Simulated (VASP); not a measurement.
# Au (P6_3/mmc) in VASP: notebook

Au is run at these levels: PBEsol; tasks: single point.

Program: VASP 6.6.1. These are calculated values, not measurements. Logs are shortened: lines on timing, memory, paths and dates and some standing lists are left out, and cuts for length are marked.

### Step 1. The cell of the first run

The structure is hexagonal, space group P6_3/mmc (No. 194). Conventional cell: a = 2.788 Å, b = 2.788 Å, c = 4.623 Å, α = 90.00°, β = 90.00°, γ = 120.00°. Au (site symmetry -6m2) has 12 Au at 2.79 to 2.82 Å within 3.7 Å.

### Step 2. Single point, PBEsol

INCAR

```
SYSTEM = Au
ALGO = Normal ; EDIFF = 1E-7
ENCUT = 520 ; GGA = PS
ISIF = 2 ; ISMEAR = -1
LASPH = .True. ; LCHARG = .False.
LREAL = .False. ; LWAVE = .False.
NBANDS = 18 ; NELM = 100
PREC = Accurate ; SIGMA = 0.05
```

KPOINTS

```
k-points
0
Gamma
  11 11 6
  0 0 0
```

POSCAR

```
Au
1.0
    2.7881339230      0.0000000000      0.0000000000
   -1.3940669615      2.4145948065      0.0000000000
    0.0000000000      0.0000000000      4.6232482816
Au
2
Direct
    0.6666666667      0.3333333333      0.2500000000
    0.3333333333      0.6666666667      0.7500000000
```

Potentials or basis: VASP PAW PBE potentials, release 64 (Au).

Command:

```console
cat potpaw_PBE.64/Au/POTCAR > POTCAR
mpirun -np 1 vasp_std > vasp.out
```

OUTCAR:

```text
SYSTEM = Au
   EDIFF = 1E-7
   ENCUT = 520
   GGA = PS
   ISIF = 2
   ISMEAR = -1
   LASPH = .True.
   LREAL = .False.
   NELM = 100
   PREC = Accurate

 ion  position               nearest neighbor table
   1  0.667  0.333  0.250-   2 2.82   2 2.82   2 2.82   2 2.82   2 2.82   2 2.82
   2  0.333  0.667  0.750-   1 2.82   1 2.82   1 2.82   1 2.82   1 2.82   1 2.82

  LATTYP: Found a hexagonal cell.
 ALAT       =     2.7881339230
 C/A-ratio  =     1.6581873071

  Lattice vectors:

 A1 = (   2.7881339230,   0.0000000000,   0.0000000000)
 A2 = (  -1.3940669615,   2.4145948065,   0.0000000000)
 A3 = (   0.0000000000,   0.0000000000,   4.6232482816)

Analysis of symmetry for initial positions (statically):
=====================================================================
 Subroutine PRICEL returns:
 Original cell was already a primitive cell.

 Routine SETGRP: Setting up the symmetry group for a
 hexagonal supercell.

 Subroutine GETGRP returns: Found 24 space group operations
 (whereof 12 operations were pure point group operations)
 out of a pool of 24 trial point group operations.

The static configuration has the point symmetry D_3d.
 The point group associated with its full space group is D_6h.

Analysis of symmetry for dynamics (positions and initial velocities):
=====================================================================
 Subroutine PRICEL returns:
 Original cell was already a primitive cell.

 Routine SETGRP: Setting up the symmetry group for a
 hexagonal supercell.

 Subroutine GETGRP returns: Found 24 space group operations
 (whereof 12 operations were pure point group operations)
 out of a pool of 24 trial point group operations.

The dynamic configuration has the point symmetry D_3d.
 The point group associated with its full space group is D_6h.

 Subroutine INISYM returns: Found 24 space group operations
 (whereof 12 operations are pure point group operations),
 and found     1 'primitive' translations

----------------------------------------------------------------------------------------

                                     Primitive cell

  volume of cell :      31.1247

  direct lattice vectors                    reciprocal lattice vectors
     2.788133923  0.000000000  0.000000000     0.358662829  0.207074081  0.000000000
    -1.394066962  2.414594806  0.000000000     0.000000000  0.414148162  0.000000000
     0.000000000  0.000000000  4.623248282     0.000000000  0.000000000  0.216298139

  length of vectors
     2.788133923  2.788133923  4.623248282     0.414148162  0.414148162  0.216298139

  position of ions in fractional coordinates (direct lattice)
     0.666666667  0.333333333  0.250000000
     0.333333333  0.666666667  0.750000000

  ion indices of the primitive-cell ions
   primitive index   ion index
                 1           1
                 2           2

----------------------------------------------------------------------------------------

 KPOINTS: k-points

Automatic generation of k-mesh.
 Grid dimensions read from file:
 generate k-points for:   11   11    6

 Generating k-lattice:

  Cartesian coordinates                     Fractional coordinates (reciprocal lattice)
     0.032605712  0.018824916  0.000000000     0.090909091  0.000000000  0.000000000
     0.000000000  0.037649833  0.000000000     0.000000000  0.090909091  0.000000000
     0.000000000  0.000000000  0.036049690     0.000000000  0.000000000  0.166666667

  Length of vectors
     0.037649833  0.037649833  0.036049690

  Shift w.r.t. Gamma in fractional coordinates (k-lattice)
     0.000000000  0.000000000  0.000000000

 Subroutine IBZKPT returns following result:
 ===========================================

 Found     64 irreducible k-points:

 Following reciprocal coordinates:
            Coordinates               Weight
  0.000000  0.000000  0.000000      1.000000
  0.090909  0.000000  0.000000      6.000000
  0.181818  0.000000  0.000000      6.000000
  0.272727  0.000000  0.000000      6.000000
  0.363636 -0.000000  0.000000      6.000000
  0.454545 -0.000000  0.000000      6.000000
[... 16 lines left out ...]
  0.090909  0.090909  0.166667     12.000000
  0.181818  0.090909  0.166667     24.000000
 [... further k-points ...]
   k-points           NKPTS =     64   k-points in BZ     NKDIM =     64   number of bands    NBANDS=     18
   number of dos      NEDOS =    301   number of ions     NIONS =      2
   total plane-waves  NPLWV =  20736
   dimension x,y,z NGX =    24 NGY =   24 NGZ =   36
   dimension x,y,z NGXF=    48 NGYF=   48 NGZF=   72
   ions per type =               2
   NGX,Y,Z   is equivalent  to a cutoff of  14.31, 14.31, 12.95 a.u.
   NGXF,Y,Z  is equivalent  to a cutoff of  28.62, 28.62, 25.89 a.u.
 SYSTEM =  Au
   PREC   = accura    normal or accurate (medium, high low for compatibility)
   ISTART =      0    job   : 0-new  1-cont  2-samecut
   ICHARG =      2    charge: 1-file 2-atom 10-const
   ISPIN  =      1    spin polarized calculation?
   LNONCOLLINEAR =      F non collinear calculations
   LSORBIT =      F    spin-orbit coupling
   LASPH  =      T    aspherical Exc in radial PAW
   ENCUT  =  520.0 eV  38.22 Ry    6.18 a.u.   5.18  5.18  8.60*2*pi/ulx,y,z
   NELM   =    100;   NELMIN=  2; NELMDL= -5     # of ELM steps
   EDIFF  = 0.1E-06   stopping-criterion for ELM
   LREAL  =      F    real-space projection
   EDIFFG = 0.1E-05   stopping-criterion for IOM
   NSW    =      0    number of steps for IOM
   IBRION =     -1    ionic relax: 0-MD 1-quasi-New 2-CG
   NFREE  =      0    steps in history (QN), initial steepest desc. (CG)
   ISIF   =      2    stress and relaxation
   ISYM   =      2    0-nonsym 1-usesym 2-fastsym
   POTIM  = 0.5000    time-step for ionic-motion
   TEBEG  =    0.0;   TEEND  =   0.0 temperature during run
   PSTRESS=    0.0 pullay stress
   NELECT =      22.0000    total number of electrons
   NUPDOWN=      -1.0000    fix difference up-down
   EMIN   =  10.00;   EMAX   =-10.00  energy-range for DOS
   EFERMI =   0.00;   METHOD = LEGACY
   ISMEAR =    -1;   SIGMA  =   0.05  broadening in eV -4-tet -1-fermi 0-gaus
   EFERMI_NEDOS =   21; number of points for ismear=-14 and -15
   IALGO  =     38    algorithm
   IMIX   =      4    mixing-type and parameters
     AMIX     =   0.40;   BMIX     =  1.00
     AMIX_MAG =   1.60;   BMIX_MAG =  1.00
  volume/ion in A,a.u.               =      15.56       105.02
  Fermi-wavevector in a.u.,A,eV,Ry     =   1.458302  2.755790 28.934743  2.126644
  Thomas-Fermi vector in A             =   2.575002
   LORBIT       =      0    0 simple, 1 ext, 2 COOP (PROOUT), +10 PAW based schemes
   GGA     = PS    functional components
   LHFCALC =     F    Hartree Fock is set to
   AEXX    =    0.0000 exact exchange contribution
   IVDW    =     0    specifies the selected vdW correction
   LEPSILON=     F    determine dielectric tensor
   LRPA    =     F    only Hartree local field effects (RPA)
 non-spin polarized calculation
  energy-cutoff  :      520.00
  volume of cell :       31.12
 maximum number of plane-waves:       853
 NGX is ok and might be reduce to    24
   NGX = 11   NGY = 11   NGZ = 17

 number of electron      21.9999998 magnetization

 Free energy of the ion-electron system (eV)
  ---------------------------------------------------
  ext. energy  EPLUGINS =         0.00000000
  ---------------------------------------------------
  free energy    TOTEN  =        -7.67885222 eV

  energy without entropy =       -7.67357462  energy(sigma->0) =       -7.67621342

 E-fermi :  10.8393     XC(G=0): -13.4290

 val. band max:       10.7542944382   @ k =   0.0909   0.0000   0.0000
 cond. band min:      10.8770591356   @ k =   0.2727   0.1818   0.5000
 fundamental gap:      0.1227646974
 Fermi energy:        10.8392814406

 k-point     1 :       0.0000    0.0000    0.0000
  band No.  band energies     occupation
      1      -0.0561      2.00000
      2       2.5992      2.00000
      3       5.5368      2.00000
      4       5.7888      2.00000
      5       5.7888      2.00000
      6       6.1806      2.00000
[... 10 lines left out ...]
     17      30.1096      0.00000
     18      30.1096      0.00000

 k-point     2 :       0.0909    0.0000    0.0000
  band No.  band energies     occupation
      1       0.2247      2.00000
      2       2.8315      2.00000
      3       5.3737      2.00000
      4       5.9185      2.00000
      5       5.9885      2.00000
      6       6.0855      2.00000
[... 10 lines left out ...]
     17      28.7917      0.00000
     18      29.0761      0.00000

 k-point     3 :       0.1818    0.0000    0.0000
  band No.  band energies     occupation
      1       1.0104      2.00000
      2       3.3774      2.00000
      3       5.1009      2.00000
      4       5.7321      2.00000
      5       5.7629      2.00000
      6       6.4142      2.00000
[... 10 lines left out ...]
     17      27.5420      0.00000
     18      28.3849      0.00000

 k-point     4 :       0.2727    0.0000    0.0000
  band No.  band energies     occupation
      1       2.0713      2.00000
      2       3.6200      2.00000
      3       4.7761      2.00000
      4       5.2514      2.00000
      5       5.6523      2.00000
      6       6.1506      2.00000
[... 375 lines left out ...]
      4       5.0171      2.00000
      5       5.9010      2.00000
      6       6.4083      2.00000
[... 10 lines left out ...]
     17      23.7640      0.00000
     18      26.5633      0.00000

 k-point    23 :       0.0909    0.0909    0.1667
  band No.  band energies     occupation
      1       0.9993      2.00000
      2       3.2718      2.00000
      3       5.1633      2.00000
      4       5.5286      2.00000
      5       5.7416      2.00000
      6       6.1806      2.00000
[... 10 lines left out ...]
     17      27.5439      0.00000
     18      29.0930      0.00000

 k-point    24 :       0.1818    0.0909    0.1667
  band No.  band energies     occupation
      1       1.9116      2.00000
      2       3.8411      2.00000
      3       4.8546      2.00000
      4       4.9885      2.00000
      5       5.5664      2.00000
      6       6.0665      2.00000
[... 10 lines left out ...]
     17      27.3219      0.00000
     18      29.2699      0.00000

 [... further k-points ...]

------------------------ aborting loop because EDIFF is reached ----------------------------------------

  FORCE on cell =-STRESS in cart. coord.  units (eV):
  Direction    XX          YY          ZZ          XY          YZ          ZX
  --------------------------------------------------------------------------------------
  -------------------------------------------------------------------------------------
  Total        3.8193958      3.8193958      3.8132214      0.0000000      0.0000000      0.0000000
  in kB      196.6075272    196.6075272    196.2896914      0.0000000      0.0000000      0.0000000
  external PRESSURE =     196.5015819 kB  Pullay stress =       0.0000000 kB

 VOLUME and BASIS-vectors are now :
 -----------------------------------------------------------------------------
  energy-cutoff  :      520.00
  volume of cell :       31.12
      direct lattice vectors                 reciprocal lattice vectors
     2.788133923  0.000000000  0.000000000     0.358662829  0.207074081  0.000000000
    -1.394066962  2.414594806  0.000000000     0.000000000  0.414148162  0.000000000
     0.000000000  0.000000000  4.623248282     0.000000000  0.000000000  0.216298139

 POSITION                                       TOTAL-FORCE (eV/Angst)
 -----------------------------------------------------------------------------------
      1.39407      0.80486      1.15581         0.000000     -0.000000      0.000000
     -0.00000      1.60973      3.46744        -0.000000      0.000000      0.000000
 -----------------------------------------------------------------------------------
    total drift:                               -0.000000      0.000000     -0.000000

  FREE ENERGIE OF THE ION-ELECTRON SYSTEM (eV)
  ---------------------------------------------------
  free  energy   TOTEN  =        -7.6788522161 eV

  energy  without entropy=       -7.6735746224  energy(sigma->0) =       -7.67621342
```

It took 18 s on 1 thread of AMD EPYC 9R45 (Zen 5), shared host; peak memory 0.14 GiB.

Results:

```yaml
Free_energy: -7.6789 eV
Pressure: 19.7 GPa
Band_gap_on_the_k_mesh: zero (band 11 reaches 14.84 eV, above the bottom of band 12 at 8.04 eV)
```

Caveat: the PAW data sets were made with another functional, which shifts forces and pressure a little; spin-orbit coupling is left out, which moves the levels of the heavy elements.

### Step 3. Single point, PBEsol

This run uses another cell than the first one, of 16.19 Å³/atom, 1.040 times its volume.

INCAR

```
SYSTEM = Au
  PREC = Accurate
  ENCUT = 520
  EDIFF = 1E-6
  ISMEAR = -1
  SIGMA = 0.05
  LREAL = .FALSE.
  LASPH = .TRUE.
  NELM = 80
  ALGO = Fast
  ISIF = 2
  LWAVE = .FALSE.
  LCHARG = .FALSE.
  GGA = PS
  NBANDS = 18
```

KPOINTS

```
regular mesh
0
G
  11 11 6
  0 0 0
```

POSCAR

```
Au
1.0
    2.8238430916      0.0000000000      0.0000000000
   -1.4119215458      2.4455198536      0.0000000000
    0.0000000000      0.0000000000      4.6877422195
Au
2
Direct
    0.6666666667      0.3333333333      0.2500000000
    0.3333333333      0.6666666667      0.7500000000
```

Potentials or basis: VASP PAW PBE potentials, release 64 (Au).

Command:

```console
cat potpaw_PBE.64/Au/POTCAR > POTCAR
mpirun -np 1 vasp_std > vasp.out
```

Wall time 19 s (1 thread of AMD EPYC 9R45 (Zen 5), shared host); peak memory 0.14 GiB.

Results (log left out):

```
Free energy            : -7.7926 eV
Pressure               : 9.7 GPa
Band gap on the k mesh : zero (band 11 reaches 14.01 eV, above the bottom of band 12 at 7.41 eV)
```

Levels at points of the mesh, in eV from the Fermi level:
```tsv
k point	band 8	band 9	band 10	band 11	band 12	band 13	band 14	band 15
(0.00, 0.00, 0.00)	-3.78	-3.78	-2.21	-2.21	-1.36	3.11	14.47	15.92
(0.00, 0.00, 0.50)	-4.88	-2.72	-2.72	-2.72	-2.72	11.23	11.23	14.82
```

Caveat: the PAW data sets were made with another functional, which shifts forces and pressure a little; spin-orbit coupling is left out, which moves the levels of the heavy elements.

### Step 4. Single point, PBEsol

This run uses another cell than the first one, of 16.57 Å³/atom, 1.065 times its volume.

INCAR

```
SYSTEM = Au
ALGO = Normal ; EDIFF = 1E-7
ENCUT = 520 ; GGA = PS
ISIF = 2 ; ISMEAR = -1
LASPH = .True. ; LCHARG = .False.
LREAL = .False. ; LWAVE = .False.
NBANDS = 18 ; NELM = 80
PREC = Accurate ; SIGMA = 0.05
```

KPOINTS

```
k-points
0
Gamma
  11 11 6
  0 0 0
```

POSCAR

```
Au
1.0
    2.8449535562      0.0000000000      0.0000000000
   -1.4224767781      2.4638020523      0.0000000000
    0.0000000000      0.0000000000      4.7279782870
Au
2
Direct
    0.6666666667      0.3333333333      0.2500000000
    0.3333333333      0.6666666667      0.7500000000
```

Command:

```console
cat potpaw_PBE.64/Au/POTCAR > POTCAR
mpirun -np 1 vasp_std > vasp.out
```

It took 18 s on 1 thread of AMD EPYC 9R45 (Zen 5), shared host; peak memory 0.14 GiB.

Results (log left out):

* Free energy: -7.8274 eV
* Pressure: 4.7 GPa
* Band gap on the k mesh: zero (band 11 reaches 13.53 eV, above the bottom of band 12 at 7.05 eV)

Levels at points of the mesh, in eV from the Fermi level:
```tsv
k point	band 9	band 10	band 11	band 12	band 13	band 14
(0.00, 0.00, 0.00)	-3.68	-2.18	-2.18	-1.26	2.97	14.50
(0.00, 0.00, 0.50)	-2.67	-2.67	-2.67	-2.67	11.05	11.05
```

Caveat: the PAW data sets were made with another functional, which shifts forces and pressure a little; spin-orbit coupling is left out, which moves the levels of the heavy elements.

### Step 5. Single point, PBEsol

This run uses another cell than the first one, of 16.83 Å³/atom, 1.082 times its volume.

INCAR

```
SYSTEM = Au
  PREC = Accurate
  ENCUT = 520
  EDIFF = 1E-6
  ISMEAR = -1
  SIGMA = 0.05
  LREAL = .FALSE.
  LASPH = .TRUE.
  NELM = 80
  ALGO = Fast
  ISIF = 2
  LWAVE = .FALSE.
  LCHARG = .TRUE.
  GGA = PS
  LELF = .TRUE.
  LVHAR = .TRUE.
  NBANDS = 18
```

KPOINTS

```
Automatic mesh
0
G
  11 11 6
  0 0 0
```

POSCAR

```
Au
1.0
    2.8589522024      0.0000000000      0.0000000000
   -1.4294761012      2.4759252354      0.0000000000
    0.0000000000      0.0000000000      4.7557995001
Au
2
Direct
    0.6666666667      0.3333333333      0.2500000000
    0.3333333333      0.6666666667      0.7500000000
```

Command:

```console
cat potpaw_PBE.64/Au/POTCAR > POTCAR
mpirun -np 1 vasp_std > vasp.out
```

It took 21 s on 1 thread of AMD EPYC 9R45 (Zen 5), shared host; peak memory 0.14 GiB.

The run converged. Its results:

| Quantity | Value |
| --- | --- |
| Free energy | -7.8382 eV |
| Pressure | 1.8 GPa |
| Band gap on the k mesh | zero (band 11 reaches 13.21 eV, above the bottom of band 12 at 6.81 eV) |

Levels at points of the mesh, in eV from the Fermi level:
| k point | band 7 | band 8 | band 9 | band 10 | band 11 | band 12 | band 13 | band 14 | band 15 | band 16 |
| --- | --- | --- | --- | --- | --- | --- | --- | --- | --- | --- |
| (0.00, 0.00, 0.00) | -4.27 | -3.62 | -3.62 | -2.17 | -2.17 | -1.19 | 2.87 | 14.52 | 15.88 | 16.80 |
| (0.00, 0.00, 0.50) | -4.66 | -4.66 | -2.64 | -2.64 | -2.64 | -2.64 | 10.92 | 10.92 | 14.83 | 14.83 |

Caveat: the PAW data sets were made with another functional, which shifts forces and pressure a little; spin-orbit coupling is left out, which moves the levels of the heavy elements.

### Step 6. Summary

```tsv
cell	gap on the mesh (eV)	pressure (GPa)
a = 2.788, b = 2.788, c = 4.623 Å, angles 90.0, 90.0, 120.0°, 2 atoms	none	19.7
a = 2.824, b = 2.824, c = 4.688 Å, angles 90.0, 90.0, 120.0°, 2 atoms	none	9.7
a = 2.845, b = 2.845, c = 4.728 Å, angles 90.0, 90.0, 120.0°, 2 atoms	none	4.7
a = 2.859, b = 2.859, c = 4.756 Å, angles 90.0, 90.0, 120.0°, 2 atoms	none	1.8
```

Alike in all rows: task single point; level PBEsol; potentials or basis VASP PAW PBE potentials, release 64 (Au); no spin polarisation; k mesh 11 × 11 × 6; cutoff (eV) 520; smearing fermi-dirac 0.05 eV.

Caveats: the PAW data sets were made with another functional, which shifts forces and pressure a little; spin-orbit coupling is left out, which moves the levels of the heavy elements.

Total energies depend on the potentials used, so only differences within one code and one set of settings carry meaning.
